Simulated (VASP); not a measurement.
# Cs (P6_3/mmc) in VASP: relaxation of cell and atoms with PBEsol

Aim: the relaxation of cell and atoms of Cs with PBEsol.

All numbers are computed with VASP 6.6.1; they aren't measurements. Logs are shortened: lines on timing, memory, paths and dates and some standing lists are left out, and cuts for length are marked.

## Step 1: The cell of the first run

The structure is hexagonal, space group P6_3/mmc (No. 194). Conventional cell: a = 5.368 Å, b = 5.368 Å, c = 8.773 Å, α = 90.00°, β = 90.00°, γ = 120.00°.

This isn't the form of Cs at room conditions, which is bcc.

## Step 2: Relaxation of cell and atoms, PBEsol

The input, INCAR:

```
SYSTEM = Cs
  PREC = Accurate
  ENCUT = 600
  EDIFF = 1E-6
  ISMEAR = 0
  SIGMA = 0.1
  LREAL = .False.
  LASPH = .True.
  NELM = 100
  ALGO = Fast
  ISIF = 3
  LWAVE = .False.
  LCHARG = .False.
  GGA = PS
  IBRION = 2
  NSW = 100
  EDIFFG = -0.01
```

The input, KPOINTS:

```
regular mesh
0
Gamma
  12 12 6
  0 0 0
```

The input, POSCAR:

```
Cs
1.0
    5.3683973016      0.0000000000      0.0000000000
   -2.6841986508      4.6491684408      0.0000000000
    0.0000000000      0.0000000000      8.7733990654
Cs
2
Direct
    0.3333333333      0.6666666667      0.2500000000
    0.6666666667      0.3333333333      0.7500000000
```

Potentials or basis: VASP PAW PBE potentials, release 64 (Cs_sv).

Started as:

```
$ cat potpaw_PBE.64/Cs_sv/POTCAR > POTCAR
$ mpirun -np 1 vasp_std > vasp.out
```

OUTCAR:

```text
SYSTEM = Cs
   PREC = Accurate
   ENCUT = 600
   EDIFF = 1E-6
   ISMEAR = 0
   LREAL = .False.
   LASPH = .True.
   NELM = 100
   ISIF = 3
   GGA = PS
   IBRION = 2
   NSW = 100
   EDIFFG = -0.01

 ion  position               nearest neighbor table
   1  0.333  0.667  0.250-
   2  0.667  0.333  0.750-

  LATTYP: Found a hexagonal cell.
 ALAT       =     5.3683973016
 C/A-ratio  =     1.6342678406

  Lattice vectors:

 A1 = (   5.3683973016,   0.0000000000,   0.0000000000)
 A2 = (  -2.6841986508,   4.6491684408,   0.0000000000)
 A3 = (   0.0000000000,   0.0000000000,   8.7733990654)

Analysis of symmetry for initial positions (statically):
=====================================================================
 Subroutine PRICEL returns:
 Original cell was already a primitive cell.

 Routine SETGRP: Setting up the symmetry group for a
 hexagonal supercell.

 Subroutine GETGRP returns: Found 24 space group operations
 (whereof 12 operations were pure point group operations)
 out of a pool of 24 trial point group operations.

The static configuration has the point symmetry D_3d.
 The point group associated with its full space group is D_6h.

Analysis of symmetry for dynamics (positions and initial velocities):
=====================================================================
 Subroutine PRICEL returns:
 Original cell was already a primitive cell.

 Routine SETGRP: Setting up the symmetry group for a
 hexagonal supercell.

 Subroutine GETGRP returns: Found 24 space group operations
 (whereof 12 operations were pure point group operations)
 out of a pool of 24 trial point group operations.

The dynamic configuration has the point symmetry D_3d.
 The point group associated with its full space group is D_6h.

 Subroutine INISYM returns: Found 24 space group operations
 (whereof 12 operations are pure point group operations),
 and found     1 'primitive' translations

----------------------------------------------------------------------------------------

                                     Primitive cell

  volume of cell :     218.9716

  direct lattice vectors                    reciprocal lattice vectors
     5.368397302  0.000000000  0.000000000     0.186275334  0.107546114  0.000000000
    -2.684198651  4.649168441  0.000000000     0.000000000  0.215092228  0.000000000
     0.000000000  0.000000000  8.773399065     0.000000000  0.000000000  0.113980909

  length of vectors
     5.368397302  5.368397302  8.773399065     0.215092228  0.215092228  0.113980909

  position of ions in fractional coordinates (direct lattice)
     0.333333333  0.666666667  0.250000000
     0.666666667  0.333333333  0.750000000

  ion indices of the primitive-cell ions
   primitive index   ion index
                 1           1
                 2           2

----------------------------------------------------------------------------------------

 KPOINTS: regular mesh

Automatic generation of k-mesh.
 Grid dimensions read from file:
 generate k-points for:   12   12    6

 Generating k-lattice:

  Cartesian coordinates                     Fractional coordinates (reciprocal lattice)
     0.015522944  0.008962176  0.000000000     0.083333333  0.000000000  0.000000000
     0.000000000  0.017924352  0.000000000     0.000000000  0.083333333  0.000000000
     0.000000000  0.000000000  0.018996818     0.000000000  0.000000000  0.166666667

  Length of vectors
     0.017924352  0.017924352  0.018996818

  Shift w.r.t. Gamma in fractional coordinates (k-lattice)
     0.000000000  0.000000000  0.000000000

 Subroutine IBZKPT returns following result:
 ===========================================

 Found     76 irreducible k-points:

 Following reciprocal coordinates:
            Coordinates               Weight
  0.000000  0.000000  0.000000      1.000000
  0.083333  0.000000  0.000000      6.000000
  0.166667  0.000000  0.000000      6.000000
  0.250000  0.000000  0.000000      6.000000
  0.333333  0.000000  0.000000      6.000000
  0.416667  0.000000  0.000000      6.000000
[... 16 lines left out ...]
  0.250000  0.000000  0.166667     12.000000
  0.333333  0.000000  0.166667     12.000000
 [... further k-points ...]
   k-points           NKPTS =     76   k-points in BZ     NKDIM =     76   number of bands    NBANDS=     13
   number of dos      NEDOS =    301   number of ions     NIONS =      2
   total plane-waves  NPLWV = 161280
   dimension x,y,z NGX =    48 NGY =   48 NGZ =   70
   dimension x,y,z NGXF=    96 NGYF=   96 NGZF=  140
   ions per type =               2
   NGX,Y,Z   is equivalent  to a cutoff of  14.86, 14.86, 13.26 a.u.
   NGXF,Y,Z  is equivalent  to a cutoff of  29.73, 29.73, 26.53 a.u.
 SYSTEM =  Cs
   PREC   = accura    normal or accurate (medium, high low for compatibility)
   ISTART =      0    job   : 0-new  1-cont  2-samecut
   ICHARG =      2    charge: 1-file 2-atom 10-const
   ISPIN  =      1    spin polarized calculation?
   LNONCOLLINEAR =      F non collinear calculations
   LSORBIT =      F    spin-orbit coupling
   LASPH  =      T    aspherical Exc in radial PAW
   ENCUT  =  600.0 eV  44.10 Ry    6.64 a.u.  10.72 10.72 17.52*2*pi/ulx,y,z
   NELM   =    100;   NELMIN=  2; NELMDL= -5     # of ELM steps
   EDIFF  = 0.1E-05   stopping-criterion for ELM
   LREAL  =      F    real-space projection
   EDIFFG = -.1E-01   stopping-criterion for IOM
   NSW    =    100    number of steps for IOM
   IBRION =      2    ionic relax: 0-MD 1-quasi-New 2-CG
   NFREE  =      1    steps in history (QN), initial steepest desc. (CG)
   ISIF   =      3    stress and relaxation
   ISYM   =      2    0-nonsym 1-usesym 2-fastsym
   POTIM  = 0.5000    time-step for ionic-motion
   TEBEG  =    0.0;   TEEND  =   0.0 temperature during run
   PSTRESS=    0.0 pullay stress
   NELECT =      18.0000    total number of electrons
   NUPDOWN=      -1.0000    fix difference up-down
   EMIN   =  10.00;   EMAX   =-10.00  energy-range for DOS
   EFERMI =   0.00;   METHOD = LEGACY
   ISMEAR =     0;   SIGMA  =   0.10  broadening in eV -4-tet -1-fermi 0-gaus
   EFERMI_NEDOS =   21; number of points for ismear=-14 and -15
   IALGO  =     68    algorithm
   IMIX   =      4    mixing-type and parameters
     AMIX     =   0.40;   BMIX     =  1.00
     AMIX_MAG =   1.60;   BMIX_MAG =  1.00
  volume/ion in A,a.u.               =     109.49       738.85
  Fermi-wavevector in a.u.,A,eV,Ry     =   0.711819  1.345143  6.893890  0.506687
  Thomas-Fermi vector in A             =   1.799031
   LORBIT       =      0    0 simple, 1 ext, 2 COOP (PROOUT), +10 PAW based schemes
   GGA     = PS    functional components
   LHFCALC =     F    Hartree Fock is set to
   AEXX    =    0.0000 exact exchange contribution
   IVDW    =     0    specifies the selected vdW correction
   LEPSILON=     F    determine dielectric tensor
   LRPA    =     F    only Hartree local field effects (RPA)
 conjugate gradient relaxation of ions
 non-spin polarized calculation
 RMM-DIIS sequential band-by-band and
 Gauss-broadening in eV      SIGMA  =   0.10
  energy-cutoff  :      600.00
  volume of cell :      218.97
 maximum number of plane-waves:      7391
 NGX is ok and might be reduce to    48
   NGX = 21   NGY = 21   NGZ = 35

--------------------------------------- Ionic step        1  -------------------------------------------

 number of electron      17.9999998 magnetization

 Free energy of the ion-electron system (eV)
  ---------------------------------------------------
  ext. energy  EPLUGINS =         0.00000000
  ---------------------------------------------------
  free energy    TOTEN  =        -1.89178681 eV

  energy without entropy =       -1.87770746  energy(sigma->0) =       -1.88474714

------------------------ aborting loop because EDIFF is reached ----------------------------------------

  FORCE on cell =-STRESS in cart. coord.  units (eV):
  Direction    XX          YY          ZZ          XY          YZ          ZX
  --------------------------------------------------------------------------------------
  -------------------------------------------------------------------------------------
  Total        0.0013183      0.0013183     -0.0363776      0.0000000      0.0000000      0.0000000
  in kB        0.0096456      0.0096456     -0.2661687      0.0000000      0.0000000      0.0000000
  external PRESSURE =      -0.0822925 kB  Pullay stress =       0.0000000 kB
[... 129 lines left out ...]
  energy  without entropy=       -1.8778800628  energy(sigma->0) =       -1.88488913

--------------------------------------- Ionic step        5  -------------------------------------------

 number of electron      17.9999997 magnetization

 Free energy of the ion-electron system (eV)
  ---------------------------------------------------
  ext. energy  EPLUGINS =         0.00000000
  ---------------------------------------------------
  free energy    TOTEN  =        -1.89190726 eV

  energy without entropy =       -1.87786689  energy(sigma->0) =       -1.88488707

 E-fermi :   0.5001     XC(G=0):  -5.6210

 val. band max:        0.4992237866   @ k =   0.1667   0.0000   0.1667
 cond. band min:       0.5001111149   @ k =   0.5000   0.0000   0.1667
 fundamental gap:      0.0008873283
 Fermi energy:         0.5000947458

 k-point     1 :       0.0000    0.0000    0.0000
  band No.  band energies     occupation
      1     -23.2988      2.00000
      2     -23.2906      2.00000
      3     -10.1772      2.00000
      4     -10.0344      2.00000
      5     -10.0344      2.00000
      6     -10.0113      2.00000
      7     -10.0113      2.00000
      8     -10.0093      2.00000
      9      -1.2315      2.00000
     10       0.4625      1.40493
     11       1.3464      0.00000
     12       2.9259      0.00000
     13       2.9261      0.00000
[... 353 lines left out ...]
 k-point    24 :       0.3333    0.0000    0.1667
  band No.  band energies     occupation
      1     -23.2929      2.00000
      2     -23.2888      2.00000
      3     -10.1440      2.00000
      4     -10.1147      2.00000
      5     -10.1015      2.00000
      6     -10.0603      2.00000
      7     -10.0334      2.00000
      8     -10.0296      2.00000
      9      -0.1995      2.00000
     10       0.9492      0.00000
     11       1.4981      0.00000
     12       1.6363      0.00000
     13       2.4001      0.00000

 [... further k-points ...]

------------------------ aborting loop because EDIFF is reached ----------------------------------------

  FORCE on cell =-STRESS in cart. coord.  units (eV):
  Direction    XX          YY          ZZ          XY          YZ          ZX
  --------------------------------------------------------------------------------------
  -------------------------------------------------------------------------------------
  Total        0.0136977      0.0136977      0.0025373      0.0000000      0.0000000      0.0000000
  in kB        0.1008148      0.1008148      0.0186746      0.0000000      0.0000000      0.0000000
  external PRESSURE =       0.0734348 kB  Pullay stress =       0.0000000 kB
[... 17 lines left out ...]
  FREE ENERGIE OF THE ION-ELECTRON SYSTEM (eV)
  ---------------------------------------------------
  free  energy   TOTEN  =        -1.8919072616 eV

  energy  without entropy=       -1.8778668869  energy(sigma->0) =       -1.88488707

 reached required accuracy - stopping structural energy minimisation
```

Run time: 5.6 min. Hardware: 1 thread of Intel Xeon 6975P-C (Granite Rapids), shared host; peak memory 0.56 GiB.

Results:

```yaml
Free_energy: -1.8919 eV
Relaxed_volume: 108.84 Å³/atom
Relaxed_cell: a = 5.370 Å, b = 5.370 Å, c = 8.718 Å, α = 90.00°, β = 90.00°, γ = 120.00°
Space_group_after_relaxing_to_0.1_Å: P6_3/mmc (No. 194)
Energy_gained_by_relaxing: 0.1 meV/atom
Ionic_steps: 5
Pressure_after_relaxing: 0.0 GPa
Band_gap_on_the_k_mesh: zero (bands 9 and 10 overlap by 1.88 eV)
```

Step by step:
```
step  energy change (eV)  largest force (eV/Å)  pressure (GPa)  volume (Å³)
   1              0.0000                0.0000           -0.01       218.97
   2              0.0000                0.0000           -0.01       218.79
   3             -0.0001                0.0000            0.00       218.26
   4             -0.0001                0.0000            0.02       217.19
   5             -0.0001                0.0000            0.01       217.69
```

Final structure:
```cif
data_structure
_symmetry_space_group_name_H-M 'P 1'
_symmetry_Int_Tables_number 1
_cell_length_a 5.3696
_cell_length_b 5.3696
_cell_length_c 8.7180
_cell_angle_alpha 90.000
_cell_angle_beta 90.000
_cell_angle_gamma 120.000
_cell_volume 217.69
loop_
_atom_site_label
_atom_site_type_symbol
_atom_site_fract_x
_atom_site_fract_y
_atom_site_fract_z
_atom_site_occupancy
Cs1 Cs 0.33333 0.66667 0.25000 1
Cs2 Cs 0.66667 0.33333 0.75000 1
```

Caveat: the PAW data sets were made with another functional, which shifts forces and pressure a little; spin-orbit coupling is left out, which moves the levels of the heavy elements.
